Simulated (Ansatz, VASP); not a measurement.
Os in VASP and in Ansatz

The input INCAR:

```
SYSTEM = Os
  PREC = Accurate
  ENCUT = 520
  EDIFF = 1E-6
  ISMEAR = -1
  SIGMA = 0.1
  LREAL = .False.
  LASPH = .True.
  NELM = 60
  ALGO = Normal
  ISIF = 2
  LWAVE = .False.
  LCHARG = .True.
  GGA = PE
  LELF = .True.
  LVHAR = .True.
  NBANDS = 10
```

Contents of KPOINTS:

```
regular mesh
0
Gamma
  17 17 17
  0 0 0
```

File POSCAR:

```
Os
1.0
   -1.5462720846      1.5462720846      1.5462720846
    1.5462720846     -1.5462720846      1.5462720846
    1.5462720846      1.5462720846     -1.5462720846
Os
1
Direct
    0.0000000000      0.0000000000      0.0000000000
```

Input for Ansatz:

```yaml
crystal:
  lattice:
    - [-1.5462720846, 1.5462720846, 1.5462720846]
    - [1.5462720846, -1.5462720846, 1.5462720846]
    - [1.5462720846, 1.5462720846, -1.5462720846]
  atoms:
    - { symbol: Os, position: [0.0, 0.0, 0.0] }
kpoints:
  mp_grid: { grid: [17, 17, 17] }
  band_path:
    path:
      - [0.0, 0.0, 0.0]
      - [0.5, -0.5, 0.5]
      - [0.0, 0.0, 0.5]
      - [0.0, 0.0, 0.0]
      - [0.25, 0.25, 0.25]
      - [0.5, -0.5, 0.5]
      - [0.25, 0.25, 0.25]
      - [0.0, 0.0, 0.5]
    npoints: 14
scf:
  occupations: { method: fermi_dirac, width: 0.1 }
hamiltonian:
  xc: pbe
  pseudopotentials: { kind: all_electron, lapw: { basis_error: 0.001 } }
output:
  forces: true
  stress: true
  eigenvalues: true
  populations: true
  dos: { projected: true, de: 0.2, e_range: [-14, 8] }
```

Alike in both runs: task single point; functional PBE; k mesh 17 × 17 × 17; occupations fermi-dirac, width 0.1 eV; no spin polarisation.

|  | VASP | Ansatz |
| --- | --- | --- |
| version | VASP 6.6.1 | Ansatz 0.2.0 |
| potentials or method | VASP PAW PBE potentials, release 64 (Os), cutoff 520 eV | all-electron LAPW, scalar-relativistic |

Ansatz gave:

| Item | Value |
| --- | --- |
| pressure (GPa) | 0.0 |

Problem. What did VASP give for the same quantities?

Solution. Pressure (GPa): 0.1.

Ansatz ran all-electron here, and VASP with PAW potentials.

Neither program's run includes spin-orbit coupling.
